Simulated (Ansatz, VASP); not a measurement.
One calculation of CaCdC6N6, two programs

Contents of INCAR:

```
SYSTEM = CaCdC6N6
PREC = Accurate ; ENCUT = 600
EDIFF = 1E-6 ; ISMEAR = 0
SIGMA = 0.1 ; LREAL = .False.
LASPH = .True. ; NELM = 200
ALGO = Normal ; ISIF = 2
LWAVE = .False. ; LCHARG = .False.
ISPIN = 2 ; MAGMOM = 0 0 1 1 1 1 1 1 1 1 1 1 1 1
LORBIT = 11 ; GGA = PE
NBANDS = 55 ; GGA_COMPAT = .False.
```

File KPOINTS:

```
Automatic mesh
0
Gamma
  4 4 4
  0 0 0
```

File POSCAR:

```
CaCdC6N6
1.0
    0.0000000000      5.3810000000      5.3810000000
    5.3810000000      0.0000000000      5.3810000000
    5.3810000000      5.3810000000      0.0000000000
Ca Cd C N
1 1 6 6
Direct
    0.5000000000      0.5000000000      0.5000000000
    0.0000000000      0.0000000000      0.0000000000
    0.8140680200      0.1859319800      0.1859319800
    0.1859319800      0.8140680200      0.1859319800
    0.1859319800      0.1859319800      0.8140680200
    0.1859319800      0.8140680200      0.8140680200
    0.8140680200      0.1859319800      0.8140680200
    0.8140680200      0.8140680200      0.1859319800
    0.7053521700      0.2946478300      0.2946478300
    0.2946478300      0.7053521700      0.2946478300
    0.2946478300      0.2946478300      0.7053521700
    0.2946478300      0.7053521700      0.7053521700
    0.7053521700      0.2946478300      0.7053521700
    0.7053521700      0.7053521700      0.2946478300
```

Input for Ansatz:

```yaml
crystal:
  lattice:
    - [0.0, 5.381, 5.381]
    - [5.381, 0.0, 5.381]
    - [5.381, 5.381, 0.0]
  atoms:
    - { symbol: Ca, position: [0.5, 0.5, 0.5] }
    - { symbol: Cd, position: [0.0, 0.0, 0.0] }
    - { symbol: C, position: [0.81406802, 0.18593198, 0.18593198], spin: 1.0 }
    - { symbol: C, position: [0.18593198, 0.81406802, 0.18593198], spin: 1.0 }
    - { symbol: C, position: [0.18593198, 0.18593198, 0.81406802], spin: 1.0 }
    - { symbol: C, position: [0.18593198, 0.81406802, 0.81406802], spin: 1.0 }
    - { symbol: C, position: [0.81406802, 0.18593198, 0.81406802], spin: 1.0 }
    - { symbol: C, position: [0.81406802, 0.81406802, 0.18593198], spin: 1.0 }
    - { symbol: "N", position: [0.70535217, 0.29464783, 0.29464783], spin: 1.0 }
    - { symbol: "N", position: [0.29464783, 0.70535217, 0.29464783], spin: 1.0 }
    - { symbol: "N", position: [0.29464783, 0.29464783, 0.70535217], spin: 1.0 }
    - { symbol: "N", position: [0.29464783, 0.70535217, 0.70535217], spin: 1.0 }
    - { symbol: "N", position: [0.70535217, 0.29464783, 0.70535217], spin: 1.0 }
    - { symbol: "N", position: [0.70535217, 0.70535217, 0.29464783], spin: 1.0 }
basis:
  ecutwfc: 420
kpoints:
  mp_grid: { grid: [4, 4, 4] }
hamiltonian:
  xc: pbe
scf:
  occupations: { method: gaussian, width: 0.1 }
  lower_state_search: "off"
output:
  forces: true
  stress: true
  eigenvalues: true
  populations: true
magnetization:
  spin_polarized: true
```

Alike in both runs: task single point; functional PBE; k mesh 4 × 4 × 4; occupations gaussian, width 0.1 eV; collinear spin.

|  | VASP | Ansatz |
| --- | --- | --- |
| version | VASP 6.6.1 | Ansatz 0.2.0 |
| potentials or method | VASP PAW PBE potentials, release 64 (Ca_sv, Cd, C, N), cutoff 600 eV | scalar-relativistic, plane waves, PAW |
| valence electrons in the cell | 76 | 84 |

VASP gave:

```
gap on the k mesh at the Fermi level (eV)                     : 0.60
least direct gap on the mesh (eV)                             : 0.65
pressure (GPa)                                                : 11.8
rms of the force components (eV/Å)                            : 1.756
net moment per atom (μB)                                      : 0.14
size of the moment on the site where the two differ most (μB) : 0.19
```

Task: Estimate Ansatz's values.

Result: gap on the k mesh at the Fermi level (eV): 0.60; least direct gap on the mesh (eV): 0.65; pressure (GPa): 11.1; rms of the force components (eV/Å): 1.884; net moment per atom (μB): 0.14; size of the moment on the site where the two differ most (μB): 0.09.

Site moments also hang on the region over which each program counts them. Atom by atom the forces differ by 0.143 eV/Å (rms over components). The functional is the same, so the differences come from potentials, cutoffs and numerics. VASP's potentials hold 76 valence electrons a cell and Ansatz's 84, so a difference there can come from the potentials and not from the codes.

Noted on VASP's run: the standard files for N, O and F lose accuracy on very short bonds.
